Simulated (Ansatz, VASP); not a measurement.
## RbBiAs: VASP beside Ansatz

```
Rb Bi As
1.0
     5.52175    0.00000    0.00000
     0.00000    5.52175    0.00000
     0.00000    0.00000    7.73438
Rb Bi As
2 2 2
Direct
  0.50000 0.00000 0.32452
  0.00000 0.50000 0.67548
  0.50000 0.00000 0.85630
  0.00000 0.50000 0.14370
  0.00000 0.00000 0.00000
  0.50000 0.50000 0.00000
```

Alike in both runs: functional PBE; k mesh 8 × 8 × 6; occupations gaussian, width 0.1 eV; no spin polarisation.

Ansatz relaxed the structure, and its values are those at the end. VASP's run is a single point on that final structure, the one shown.

```csv
,VASP,Ansatz
version,VASP 6.6.1,Ansatz 0.2.0
potentials or method,"VASP PAW PBE potentials, release 64 (Rb_sv, Bi_d, As), cutoff 520 eV","scalar-relativistic, plane waves, PAW"
valence electrons in the cell,58,78
```

|  | VASP | Ansatz | Ansatz less VASP |
| --- | --- | --- | --- |
| gap on the k mesh at the Fermi level (eV) | none | none | - |
| pressure (GPa) | 0.0 | 0.0 | -0.01 |

A gap of «none» marks a metal or a gap that the smearing closes. VASP's potentials hold 58 valence electrons a cell and Ansatz's 78, so a difference there can come from the potentials and not from the codes.

Spin-orbit coupling is off throughout.
